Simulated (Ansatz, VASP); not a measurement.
Two plane-wave programs on As

```
As
1.0
     3.40700    0.00000    0.00000
    -1.70350    2.95055    0.00000
     0.00000    0.00000   28.00000
As
2
Direct
  0.33333 0.66667 0.50529
  0.66667 0.33333 0.49471
```

Alike in both runs: task single point; functional LDA; k mesh 9 × 9 × 1; occupations gaussian, width 0.02 eV; no spin polarisation.

```csv
,VASP,Ansatz
version,VASP 6.6.1,Ansatz 0.2.0
potentials or method,"VASP PAW LDA potentials, release 64 (As), cutoff 520 eV","scalar-relativistic, plane waves, PAW"
valence electrons in the cell,10,30
```

VASP gave:

```
gap on the k mesh at the Fermi level (eV) : none
rms of the force components (eV/Å)        : 2.478
```

Question: What did Ansatz give for the same quantities?

Answer: gap on the k mesh at the Fermi level (eV): none; rms of the force components (eV/Å): 2.446.

LDA's correlation is that of Perdew and Zunger in VASP and of Perdew and Wang (1992) in Ansatz. Atom by atom the forces differ by 0.032 eV/Å (rms over components). A gap of «none» marks a metal or a gap that the smearing closes. VASP's potentials hold 10 valence electrons a cell and Ansatz's 30, so a difference there can come from the potentials and not from the codes. Ansatz's warnings: xc potential rough in thin density.
